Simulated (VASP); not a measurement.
A run of VASP 6.6.1 is set up as follows.

Contents of INCAR:

```
PREC     = Accurate       # precision mode
ENCUT    = 520            # plane-wave cutoff, eV
EDIFF    = 1E-6           # SCF threshold, eV
ISMEAR   = 0              # smearing method
SIGMA    = 0.1            # smearing width, eV
LREAL    = F              # projectors in reciprocal space
LASPH    = T              # aspherical terms in the spheres
NELM     = 150            # most SCF steps
ALGO     = Normal         # electronic algorithm
ISIF     = 2              # what is computed and relaxed
LWAVE    = F              # write WAVECAR
LCHARG   = F              # write CHGCAR
ISPIN    = 2              # spin polarisation
MAGMOM   = 0 4 0 0 0      # initial moments
LORBIT   = 11             # projections on sites
GGA      = PS             # functional
NBANDS   = 32             # bands
```

KPOINTS

```
Automatic mesh
0
Gamma
  1 1 1
```

File POSCAR:

```
Ba3SbP
1.0
    6.1131770000      0.0000000000      0.0000000000
    0.0000000000      6.1131770000      0.0000000000
    0.0000000000      0.0000000000      6.1131770000
Ba Sb P
3 1 1
Direct
    0.0000000000      0.5000000000      0.5000000000
    0.5000000000      0.0000000000      0.5000000000
    0.5000000000      0.5000000000      0.0000000000
    0.0000000000      0.0000000000      0.0000000000
    0.5000000000      0.5000000000      0.5000000000
```

Potentials or basis: VASP PAW PBE potentials, release 64 (Ba_sv, Sb, P).

Command:

```sh
$ cat potpaw_PBE.64/Ba_sv/POTCAR potpaw_PBE.64/Sb/POTCAR potpaw_PBE.64/P/POTCAR > POTCAR
$ mpirun -np 1 vasp_gam > vasp.out
```

Q: What does it give for the net moment?

A: 4.01 μB per cell.

Q: Predict the pressure.

A: 9.2 GPa.

Q: Estimate the band gap on the k mesh.

A: 0.35 eV.

Caveat: the k points lie up to 1.03 Å⁻¹ apart; the PAW data sets were made with another functional, which shifts forces and pressure a little; spin-orbit coupling is left out, which moves the levels of the heavy elements; the moment fell far below its start of 4 μB, so a state of higher moment may lie lower in energy. A k mesh can miss the band edges.
